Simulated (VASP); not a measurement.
Crystal: Os2N.

```xyz
6
Lattice="4.2374 0.0000 0.0000 0.0000 4.2374 0.0000 0.0000 0.0000 4.2374" Properties=species:S:1:pos:R:3 pbc="T T T"
Os    1.0593    1.0593    1.0593
Os    1.0593    3.1780    3.1780
Os    3.1780    3.1780    1.0593
Os    3.1780    1.0593    3.1780
N     0.0000    0.0000    0.0000
N     2.1187    2.1187    2.1187
```

- Program: VASP 6.6.1
- Task: relaxation of cell and atoms
- Functional: PBE
- Potentials or basis: VASP PAW PBE potentials, release 64 (Os_sv_GW, N)
- Cutoff: 700 eV
- k mesh: 4 × 4 × 4
- Occupations: gaussian, width 0.1 eV
- Spin: no spin polarisation

At the start: pressure 32.4 GPa; volume 12.68 Å³/atom.

Question: How do energy, volume and symmetry change on relaxing?

Answer: Over 4 steps the energy falls by 117.4 meV/atom and the volume is 13.97 Å³/atom (+10.2 %); space group Pn-3m (No. 224, to 0.1 Å) before and after.

Step by step:
```
step  energy change (eV)  largest force (eV/Å)  pressure (GPa)  volume (Å³)
   1              0.0000                0.0000           32.39        76.08
   2              2.9723                0.0000          -38.07       107.95
   3             -0.6981                0.0000           -2.59        84.52
   4             -0.7047                0.0000           -0.35        83.81
```

Final structure:
```
CELL_PARAMETERS angstrom
4.37625 0.00000 0.00000
0.00000 4.37625 0.00000
0.00000 0.00000 4.37625
ATOMIC_POSITIONS crystal
Os 0.25000 0.25000 0.25000
Os 0.25000 0.75000 0.75000
Os 0.75000 0.75000 0.25000
Os 0.75000 0.25000 0.75000
N 0.00000 0.00000 0.00000
N 0.50000 0.50000 0.50000
```

Caveat: the k points lie up to 0.36 Å⁻¹ apart in the final cell, too coarse for converged energies and pressures of a metal.
